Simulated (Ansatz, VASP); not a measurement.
# Two plane-wave programs on C

```
C
1.0
     1.23248    0.71157    3.36094
    -1.23248    0.71157    3.36094
     0.00000   -1.42315    3.36094
C
2
Direct
  0.15952 0.15952 0.15952
  0.84048 0.84048 0.84048
```

Change from the starting cell: mode 4 frozen in at -0.071 Å and mode 6 at +0.000 Å (largest displacements).

Alike in both runs: task single point; functional PBE; dispersion D3(BJ); k mesh 15 × 15 × 15; occupations gaussian, width 0.05 eV; no spin polarisation.

```csv
,VASP,Ansatz
version,VASP 6.6.1,Ansatz 0.2.0
potentials or method,"VASP PAW PBE potentials, release 64 (C), cutoff 520 eV","scalar-relativistic, plane waves, PAW"
valence electrons in the cell,8,8
```

|  | VASP | Ansatz | Ansatz less VASP |
| --- | --- | --- | --- |
| gap on the k mesh at the Fermi level (eV) | 0.91 | 0.91 | 0.000 |
| least direct gap on the mesh (eV) | 0.91 | 0.91 | 0.000 |
| pressure (GPa) | -0.8 | -1.2 | -0.46 |
| traceless stress, the component that is largest in VASP (GPa) | -2.85 | -2.32 | +0.527 |
| rms of the force components (eV/Å) | 1.359 | 1.365 | +0.0055 |

Atom by atom the forces differ by 0.006 eV/Å (rms over components).
